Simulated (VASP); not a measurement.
La2HfO2: single point with PBE

La2HfO2:

```xyz
5
Lattice="3.8046 0.0000 0.0000 -1.9023 3.2948 0.0000 0.0000 0.0000 9.1653" Properties=species:S:1:pos:R:3 pbc="T T T"
La    0.0000    0.0000    5.9587
La    0.0000    0.0000    3.2066
Hf    0.0000    0.0000    0.0000
O     0.0000    2.1966    4.5826
O     1.9023    1.0983    4.5826
```

The cell was generated, and may not be a known phase.

* Program: VASP 6.6.1
* Task: single point
* Functional: PBE
* Potentials or basis: VASP PAW PBE potentials, release 64 (La, Hf_pv, O)
* Cutoff: 520 eV
* k mesh: 12 × 12 × 4
* Occupations: gaussian, width 0.1 eV
* Spin: no spin polarisation

* Pressure: -0.2 GPa
* Largest force: 0.009 eV/Å
* Band gap on the k mesh: zero (bands 22 and 23 overlap by 0.60 eV)

Forces in eV/Å, atoms in the order of the input:
```
La   0.000  0.000  0.009
La   0.000  0.000 -0.009
Hf   0.000  0.000  0.000
O    0.000  0.000  0.000
O    0.000  0.000  0.000
```

Stress tensor (GPa, compression positive):
```
-0.14  0.00  0.00
 0.00 -0.14  0.00
 0.00  0.00 -0.21
```

Levels at points of the mesh, in eV from the Fermi level:
```tsv
k point	band 18	band 19	band 20	band 21	band 22	band 23	band 24	band 25	band 26	band 27
(0.00, 0.00, 0.00)	-2.38	-1.97	-1.97	-0.69	0.26	0.68	1.25	1.25	1.82	1.82
(0.50, 0.00, 0.00)	-1.74	-1.60	-0.79	-0.73	-0.32	-0.12	1.33	1.33	1.80	1.93
(0.00, 0.00, 0.50)	-2.38	-1.99	-1.99	-0.65	0.22	0.24	1.23	1.23	1.88	1.88
(0.50, 0.00, 0.50)	-1.82	-1.37	-0.79	-0.59	-0.16	0.38	0.90	1.08	1.39	1.87
```

Run time: 3.8 min on 1 thread of Intel(R) Xeon(R) Platinum 8488C (Sapphire Rapids), on a shared host, peak memory 0.37 GiB.

Caveat: spin-orbit coupling is left out, which moves the levels of the heavy elements.
